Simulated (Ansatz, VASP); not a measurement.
Hf in VASP and in Ansatz

```
Hf
1.0
     0.00000    2.22000    2.26440
     2.22000    0.00000    2.26440
     2.22000    2.22000    0.00000
Hf
1
Cartesian
  0.0000 0.0000 0.0000
```

Change from the starting cell: zz strain of +2 %, crystal datasets.

Alike in both runs: task electric field gradients; functional PBE; k mesh 13 × 13 × 13; occupations fermi-dirac, width 0.03 eV; no spin polarisation.

|  | VASP | Ansatz |
| --- | --- | --- |
| version | VASP 6.6.1 | Ansatz 0.2.0 |
| potentials or method | VASP PAW PBE potentials, release 64 (Hf_pv), cutoff 520 eV | all-electron PAW with datasets made for the crystal, scalar-relativistic |

```csv
,VASP,Ansatz,Ansatz less VASP
pressure (GPa),0.6,1.0,+0.45
"traceless stress, the component that is largest in VASP (GPa)",-0.75,-0.77,-0.015
size of Vzz on the site where it differs most (V/Å²),12.8,13.9,+1.18
```

Ansatz ran all-electron here, and VASP with PAW potentials.

Spin-orbit coupling is off throughout.
